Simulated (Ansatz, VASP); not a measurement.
# TiAl3: VASP beside Ansatz

The input INCAR:

```
ALGO = Fast
EDIFF = 1E-7
ENCUT = 520
GGA = PE
ISIF = 2
ISMEAR = 0
LASPH = True
LCHARG = False
LREAL = False
LWAVE = False
NBANDS = 18
NELM = 80
PREC = Accurate
SIGMA = 0.05
```

File KPOINTS:

```
k-points
0
Gamma
  10 10 10
```

File POSCAR:

```
TiAl3
1.0
    3.8222135426      0.0000000000      0.0000000000
    0.0000000000      3.8222135426      0.0000000000
   -1.9111067713     -1.9111067713      4.2806687947
Ti Al
1 3
Direct
    0.0000000000      0.0000000000      0.0000000000
    0.5130814251      0.5000000000      0.0000000000
    0.2500000000      0.7500000000      0.5000000000
    0.7500000000      0.2500000000      0.5000000000
```

Input for Ansatz:

```yaml
crystal:
  lattice:
    - [3.8222135426, 0.0, 0.0]
    - [0.0, 3.8222135426, 0.0]
    - [-1.9111067713, -1.9111067713, 4.2806687947]
  atoms:
    - { symbol: Ti, position: [0.0, 0.0, 0.0] }
    - { symbol: Al, position: [0.5130814251, 0.5, 0.0] }
    - { symbol: Al, position: [0.25, 0.75, 0.5] }
    - { symbol: Al, position: [0.75, 0.25, 0.5] }
basis:
  ecutwfc: 500
  fft_grid_basis: typed
kpoints:
  mp_grid: { grid: [10, 10, 10] }
hamiltonian:
  xc: pbe
  pseudopotentials: { kind: paw }
scf:
  occupations: { method: gaussian, width: 0.05 }
output:
  forces: true
  stress: true
  eigenvalues: true
  bader: true
  write_density: true
  volumetric_format: npy
```

Alike in both runs: task single point; functional PBE; k mesh 10 × 10 × 10; occupations gaussian, width 0.05 eV; no spin polarisation.

|  | VASP | Ansatz |
| --- | --- | --- |
| version | VASP 6.6.1 | Ansatz 0.2.0 |
| potentials or method | VASP PAW PBE potentials, release 64 (Ti_sv, Al), cutoff 520 eV | scalar-relativistic, plane waves, PAW |
| valence electrons in the cell | 21 | 21 |

```csv
,VASP,Ansatz,Ansatz less VASP
gap on the k mesh at the Fermi level (eV),none,none,-
pressure (GPa),2.1,2.1,+0.02
"traceless stress, the component that is largest in VASP (GPa)",-0.19,-0.19,-0.001
rms of the force components (eV/Å),0.158,0.158,-0.0001
```

Atom by atom the forces differ by 0.000 eV/Å (rms over components). A gap of «none» marks a metal or a gap that the smearing closes.
